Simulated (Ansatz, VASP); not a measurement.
# Two plane-wave programs on Ge

```
CELL_PARAMETERS angstrom
1.39715 -2.60052 0.00000
1.39715 2.60052 0.00000
0.00000 0.00000 2.69823
ATOMIC_POSITIONS crystal
Ge 0.50000 0.50000 0.00000
```

Alike in both runs: task relaxation of cell and atoms; functional BLYP; dispersion D3(BJ); k mesh 11 × 11 × 10; occupations fermi-dirac, width 0.05 eV; no spin polarisation.

```csv
,VASP,Ansatz
version,VASP 6.6.1,Ansatz 0.2.0
potentials or method,"VASP PAW PBE potentials, release 64 (Ge_d)",Ansatz PAW
plane-wave cutoff (eV),600,420
valence electrons in the cell,14,14
```

|  | VASP | Ansatz | Ansatz less VASP |
| --- | --- | --- | --- |
| gap on the k mesh at the Fermi level, each at its own relaxed structure (eV) | none | none | - |
| relaxed volume (Å³/atom) | 19.35 | 19.32 | -0.025 |
| relaxed cell length with the largest relative difference (Å) | 2.867 | 2.874 | +0.0067 |

VASP's potentials were made for PBE, not for BLYP. A gap of «none» marks a metal or a gap that the smearing closes.

Noted on Ansatz's run: the plane-wave basis is chosen anew once the cell has moved, so the energies of steps on either side of that aren't comparable.
